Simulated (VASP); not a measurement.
# P (R-3m) in VASP: single point with PBE

Aim: the single point of P with PBE.

Everything below comes from runs of VASP 6.6.1. Logs are shortened: lines on timing, memory, paths and dates and some standing lists are left out, and cuts for length are marked.

### Step 1. The cell of the first run

It takes space group R-3m (No. 166, trigonal). The conventional cell has a = 3.451 Å, b = 3.451 Å, c = 9.389 Å, α = 90.00°, β = 90.00°, γ = 120.00°. Within 3.0 Å of P (site symmetry 3m) lie 6 P at 2.29 to 2.82 Å.

### Step 2. Single point, PBE

Contents of INCAR:

```
  ALGO = Normal
  EDIFF = 1E-6
  ENCUT = 520
  GGA = PE
  ISIF = 2
  ISMEAR = 0
  LASPH = T
  LCHARG = F
  LREAL = F
  LWAVE = F
  NBANDS = 12
  NELM = 100
  PREC = Accurate
  SIGMA = 0.05
```

Contents of KPOINTS:

```
k-points
0
Gamma
  18 18 18
```

Contents of POSCAR:

```
P
1.0
    1.7257251800      0.9963479000      3.1296800100
   -1.7257251800      0.9963479000      3.1296800100
    0.0000000000     -1.9926957900      3.1296800100
P
2
Direct
    0.2270802500      0.2270802500      0.2270802500
    0.7729197500      0.7729197500      0.7729197500
```

Potentials or basis: VASP PAW PBE potentials, release 64 (P).

Run with:

```sh
> cat potpaw_PBE.64/P/POTCAR > POTCAR
> mpirun -np 1 vasp_std > vasp.out
```

OUTCAR:

```text
EDIFF = 1E-6
   ENCUT = 520
   GGA = PE
   ISIF = 2
   ISMEAR = 0
   LASPH = T
   LREAL = F
   NELM = 100
   PREC = Accurate

 ion  position               nearest neighbor table
   1  0.227  0.227  0.227-   2 2.29   2 2.29   2 2.29   2 2.82   2 2.82   2 2.82
   2  0.773  0.773  0.773-   1 2.29   1 2.29   1 2.29   1 2.82   1 2.82   1 2.82

  LATTYP: Found a trigonal (rhomboedric) cell.
 ALAT       =     3.7102201417
 COS(alpha) =     0.5673129373

  Lattice vectors:

 A1 = (   1.7257251800,   0.9963479000,   3.1296800100)
 A2 = (  -1.7257251800,   0.9963479000,   3.1296800100)
 A3 = (   0.0000000000,  -1.9926957900,   3.1296800100)

Analysis of symmetry for initial positions (statically):
=====================================================================
 Subroutine PRICEL returns:
 Original cell was already a primitive cell.

 Routine SETGRP: Setting up the symmetry group for a
 trigonal (rhombohedral) supercell.

 Subroutine GETGRP returns: Found 12 space group operations
 (whereof 12 operations were pure point group operations)
 out of a pool of 12 trial point group operations.

The static configuration has the point symmetry D_3d.

Analysis of symmetry for dynamics (positions and initial velocities):
=====================================================================
 Subroutine PRICEL returns:
 Original cell was already a primitive cell.

 Routine SETGRP: Setting up the symmetry group for a
 trigonal (rhombohedral) supercell.

 Subroutine GETGRP returns: Found 12 space group operations
 (whereof 12 operations were pure point group operations)
 out of a pool of 12 trial point group operations.

The dynamic configuration has the point symmetry D_3d.

 Subroutine INISYM returns: Found 12 space group operations
 (whereof 12 operations are pure point group operations),
 and found     1 'primitive' translations

----------------------------------------------------------------------------------------

                                     Primitive cell

  volume of cell :      32.2875

  direct lattice vectors                    reciprocal lattice vectors
     1.725725180  0.996347900  3.129680010     0.289733270  0.167277582  0.106507161
    -1.725725180  0.996347900  3.129680010    -0.289733270  0.167277582  0.106507161
     0.000000000 -1.992695790  3.129680010     0.000000000 -0.334555163  0.106507162

  length of vectors
     3.710220142  3.710220142  3.710220139     0.351099605  0.351099605  0.351099605

  position of ions in fractional coordinates (direct lattice)
     0.227080250  0.227080250  0.227080250
     0.772919750  0.772919750  0.772919750

  ion indices of the primitive-cell ions
   primitive index   ion index
                 1           1
                 2           2

----------------------------------------------------------------------------------------

 KPOINTS: k-points

Automatic generation of k-mesh.
 Grid dimensions read from file:
 generate k-points for:   18   18   18

 Generating k-lattice:

  Cartesian coordinates                     Fractional coordinates (reciprocal lattice)
     0.016096293  0.009293199  0.005917065     0.055555556  0.000000000  0.000000000
    -0.016096293  0.009293199  0.005917065     0.000000000  0.055555556  0.000000000
     0.000000000 -0.018586398  0.005917065     0.000000000  0.000000000  0.055555556

  Length of vectors
     0.019505534  0.019505534  0.019505534

  Shift w.r.t. Gamma in fractional coordinates (k-lattice)
     0.000000000  0.000000000  0.000000000

 Subroutine IBZKPT returns following result:
 ===========================================

 Found    580 irreducible k-points:

 Following reciprocal coordinates:
            Coordinates               Weight
  0.000000  0.000000  0.000000      1.000000
  0.055556  0.000000  0.000000      6.000000
  0.111111  0.000000  0.000000      6.000000
  0.166667  0.000000  0.000000      6.000000
  0.222222  0.000000  0.000000      6.000000
  0.277778  0.000000  0.000000      6.000000
[... 16 lines left out ...]
 -0.277778  0.055556 -0.000000     12.000000
 -0.222222  0.055556 -0.000000     12.000000
 [... further k-points ...]
   k-points           NKPTS =    580   k-points in BZ     NKDIM =    580   number of bands    NBANDS=     12
   number of dos      NEDOS =    301   number of ions     NIONS =      2
   total plane-waves  NPLWV =  21952
   dimension x,y,z NGX =    28 NGY =   28 NGZ =   28
   dimension x,y,z NGXF=    56 NGYF=   56 NGZF=   56
   ions per type =               2
   NGX,Y,Z   is equivalent  to a cutoff of  12.55, 12.55, 12.55 a.u.
   NGXF,Y,Z  is equivalent  to a cutoff of  25.09, 25.09, 25.09 a.u.
 SYSTEM =  unknown system
   PREC   = accura    normal or accurate (medium, high low for compatibility)
   ISTART =      0    job   : 0-new  1-cont  2-samecut
   ICHARG =      2    charge: 1-file 2-atom 10-const
   ISPIN  =      1    spin polarized calculation?
   LNONCOLLINEAR =      F non collinear calculations
   LSORBIT =      F    spin-orbit coupling
   LASPH  =      T    aspherical Exc in radial PAW
   ENCUT  =  520.0 eV  38.22 Ry    6.18 a.u.   6.90  6.90  6.90*2*pi/ulx,y,z
   NELM   =    100;   NELMIN=  2; NELMDL= -5     # of ELM steps
   EDIFF  = 0.1E-05   stopping-criterion for ELM
   LREAL  =      F    real-space projection
   EDIFFG = 0.1E-04   stopping-criterion for IOM
   NSW    =      0    number of steps for IOM
   IBRION =     -1    ionic relax: 0-MD 1-quasi-New 2-CG
   NFREE  =      0    steps in history (QN), initial steepest desc. (CG)
   ISIF   =      2    stress and relaxation
   ISYM   =      2    0-nonsym 1-usesym 2-fastsym
   POTIM  = 0.5000    time-step for ionic-motion
   TEBEG  =    0.0;   TEEND  =   0.0 temperature during run
   PSTRESS=    0.0 pullay stress
   NELECT =      10.0000    total number of electrons
   NUPDOWN=      -1.0000    fix difference up-down
   EMIN   =  10.00;   EMAX   =-10.00  energy-range for DOS
   EFERMI =   0.00;   METHOD = LEGACY
   ISMEAR =     0;   SIGMA  =   0.05  broadening in eV -4-tet -1-fermi 0-gaus
   EFERMI_NEDOS =   21; number of points for ismear=-14 and -15
   IALGO  =     38    algorithm
   IMIX   =      4    mixing-type and parameters
     AMIX     =   0.40;   BMIX     =  1.00
     AMIX_MAG =   1.60;   BMIX_MAG =  1.00
  volume/ion in A,a.u.               =      16.14       108.94
  Fermi-wavevector in a.u.,A,eV,Ry     =   1.107636  2.093128 16.692396  1.226857
  Thomas-Fermi vector in A             =   2.244152
   LORBIT       =      0    0 simple, 1 ext, 2 COOP (PROOUT), +10 PAW based schemes
   GGA     = PE    functional components
   LHFCALC =     F    Hartree Fock is set to
   AEXX    =    0.0000 exact exchange contribution
   IVDW    =     0    specifies the selected vdW correction
   LEPSILON=     F    determine dielectric tensor
   LRPA    =     F    only Hartree local field effects (RPA)
 non-spin polarized calculation
 Gauss-broadening in eV      SIGMA  =   0.05
  energy-cutoff  :      520.00
  volume of cell :       32.29
 maximum number of plane-waves:       886
   NGX = 13   NGY = 13   NGZ = 13

 number of electron      10.0000000 magnetization

 Free energy of the ion-electron system (eV)
  ---------------------------------------------------
  ext. energy  EPLUGINS =         0.00000000
  ---------------------------------------------------
  free energy    TOTEN  =       -10.64485355 eV

  energy without entropy =      -10.64448463  energy(sigma->0) =      -10.64466909

 E-fermi :   9.0214     XC(G=0): -10.7502

 val. band max:        9.0050912666   @ k =   0.5000   0.0556   0.0000
 cond. band min:       9.0237894341   @ k =  -0.4444   0.5000   0.4444
 fundamental gap:      0.0186981675
 Fermi energy:         9.0213792079

 k-point     1 :       0.0000    0.0000    0.0000
  band No.  band energies     occupation
      1      -7.5547      2.00000
      2       5.3547      2.00000
      3       5.8265      2.00000
      4       6.0640      2.00000
      5       6.0640      2.00000
      6      10.3001      0.00000
      7      11.6073      0.00000
      8      11.6073      0.00000
      9      14.7872      0.00000
     10      14.7872      0.00000
     11      16.1166      0.00000
     12      16.1182      0.00000

 k-point     2 :       0.0556    0.0000    0.0000
  band No.  band energies     occupation
      1      -7.5047      2.00000
      2       4.7775      2.00000
      3       5.8398      2.00000
      4       6.0224      2.00000
      5       6.3890      2.00000
      6      10.4738      0.00000
      7      11.5854      0.00000
      8      11.6132      0.00000
      9      14.4339      0.00000
     10      14.4759      0.00000
     11      15.3177      0.00000
     12      16.6512      0.00000

 k-point     3 :       0.1111    0.0000    0.0000
  band No.  band energies     occupation
      1      -7.3548      2.00000
      2       3.8213      2.00000
      3       5.7347      2.00000
      4       5.9095      2.00000
      5       6.8340      2.00000
      6      10.7384      0.00000
      7      11.5454      0.00000
      8      11.6175      0.00000
      9      13.7093      0.00000
     10      14.1934      0.00000
     11      14.9418      0.00000
     12      17.6760      0.00000
[... 286 lines left out ...]
 k-point    23 :      -0.2778    0.0556   -0.0000
  band No.  band energies     occupation
      1      -6.0875      2.00000
      2       0.1146      2.00000
      3       4.9184      2.00000
      4       5.9198      2.00000
      5       7.5362      2.00000
      6       9.7491      0.00000
      7       9.8161      0.00000
      8      10.9795      0.00000
      9      14.8502      0.00000
     10      15.3702      0.00000
     11      17.0902      0.00000
     12      21.2473      0.00000

 k-point    24 :      -0.2222    0.0556   -0.0000
  band No.  band energies     occupation
      1      -6.5627      2.00000
      2       1.2000      2.00000
      3       5.0737      2.00000
      4       5.9697      2.00000
      5       7.3480      2.00000
      6      10.1604      0.00000
      7      10.3922      0.00000
      8      11.2235      0.00000
      9      14.1213      0.00000
     10      14.8910      0.00000
     11      15.9969      0.00000
     12      19.9355      0.00000

 [... further k-points ...]

------------------------ aborting loop because EDIFF is reached ----------------------------------------

  FORCE on cell =-STRESS in cart. coord.  units (eV):
  Direction    XX          YY          ZZ          XY          YZ          ZX
  --------------------------------------------------------------------------------------
  -------------------------------------------------------------------------------------
  Total        0.3865696      0.3865696      0.1625898     -0.0000000      0.0000000      0.0000000
  in kB       19.1824666     19.1824666      8.0680771     -0.0000000      0.0000000      0.0000000
  external PRESSURE =      15.4776701 kB  Pullay stress =       0.0000000 kB

 VOLUME and BASIS-vectors are now :
 -----------------------------------------------------------------------------
  energy-cutoff  :      520.00
  volume of cell :       32.29
      direct lattice vectors                 reciprocal lattice vectors
     1.725725180  0.996347900  3.129680010     0.289733270  0.167277582  0.106507161
    -1.725725180  0.996347900  3.129680010    -0.289733270  0.167277582  0.106507161
     0.000000000 -1.992695790  3.129680010     0.000000000 -0.334555163  0.106507162

 POSITION                                       TOTAL-FORCE (eV/Angst)
 -----------------------------------------------------------------------------------
      0.00000      0.00000      2.13207         0.000000      0.000000      0.238168
      0.00000      0.00000      7.25697         0.000000     -0.000000     -0.238168
 -----------------------------------------------------------------------------------
    total drift:                                0.000000     -0.000000     -0.000000

  FREE ENERGIE OF THE ION-ELECTRON SYSTEM (eV)
  ---------------------------------------------------
  free  energy   TOTEN  =       -10.6448535511 eV

  energy  without entropy=      -10.6444846288  energy(sigma->0) =      -10.64466909
```

Wall time 3.2 min (1 thread of Intel Xeon Platinum 8259CL at 2.50GHz (Skylake/Cascade Lake), shared host); peak memory 0.28 GiB.

Results:

- Free energy: -10.6449 eV
- Pressure: 1.5 GPa
- Largest force: 0.238 eV/Å
- Band gap on the k mesh: zero (bands 5 and 6 overlap by 0.79 eV)

Forces on the atoms (eV/Å):
```
P    0.000  0.000  0.238
P    0.000  0.000 -0.238
```

Levels at points of the mesh, in eV from the Fermi level:
| k point | band 3 | band 4 | band 5 | band 6 | band 7 | band 8 |
| --- | --- | --- | --- | --- | --- | --- |
| (0.00, 0.00, 0.00) | -3.19 | -2.96 | -2.96 | 1.28 | 2.59 | 2.59 |
| (0.50, 0.00, 0.00) | -3.91 | -3.44 | -0.73 | -0.26 | 0.13 | 0.51 |
| (0.50, 0.50, 0.00) | -6.86 | -5.47 | -5.43 | 0.03 | 6.08 | 7.46 |
| (0.50, 0.50, 0.50) | -2.88 | -2.88 | -0.17 | -0.17 | 0.09 | 2.28 |
